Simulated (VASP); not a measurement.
Set up this calculation in VASP 6.6.1, as the native input.

```yaml
Task: single point
Functional: PBE
Potentials_or_basis: VASP PAW PBE potentials, release 64 (W_sv, C)
Cutoff: 520 eV
k_mesh: 20 × 20 × 20
Occupations: gaussian, width 0.15 eV
Spin: no spin polarisation
Dipole_correction: no
Further_INCAR_settings: ALGO = Normal; EDIFF = 1e-06; NBANDS = 16
```

The structure of WC lies in POSCAR:

```
WC
1.0
    0.0000000000      2.4613284764      1.7401592328
    2.4613284764      0.0000000000      1.7401592328
    2.4613284764      2.4613284764      0.0000000000
W C
1 1
Direct
    0.0000000000      0.0000000000      0.0000000000
    0.5000000000      0.5000000000      0.5000000000
```

This cell differs from its parent crystal: ratio of the length along z to the lengths across it x 0.707, volume and fractional coordinates fixed.

One way to write it, as run:

INCAR

```
SYSTEM = WC
PREC     = Accurate       ! precision mode
ENCUT    = 520            ! plane-wave cutoff, eV
EDIFF    = 1E-6           ! SCF threshold, eV
ISMEAR   = 0              ! smearing method
SIGMA    = 0.15           ! smearing width, eV
LREAL    = .FALSE.        ! projectors in reciprocal space
LASPH    = .TRUE.         ! aspherical terms in the spheres
NELM     = 60             ! most SCF steps
ALGO     = Normal         ! electronic algorithm
ISIF     = 2              ! what is computed and relaxed
LWAVE    = .FALSE.        ! write WAVECAR
LCHARG   = .FALSE.        ! write CHGCAR
GGA      = PE             ! functional
NBANDS   = 16             ! bands
```

KPOINTS

```
regular mesh
0
G
  20 20 20
  0 0 0
```

Potentials or basis: VASP PAW PBE potentials, release 64 (W_sv, C).

Launch:

```console
$ cat potpaw_PBE.64/W_sv/POTCAR potpaw_PBE.64/C/POTCAR > POTCAR
$ mpirun -np 1 vasp_std > vasp.out
```

It gave:

```
Pressure               : 90.0 GPa
Band gap on the k mesh : zero (bands 9 and 10 overlap by 3.51 eV)
```

Caveat: the cell stands under pressure; spin-orbit coupling is left out, which moves the levels of the heavy elements.

It took 65 s on 1 thread of Intel(R) Xeon(R) 6975P-C (Granite Rapids), on a shared host, peak memory 0.33 GiB.
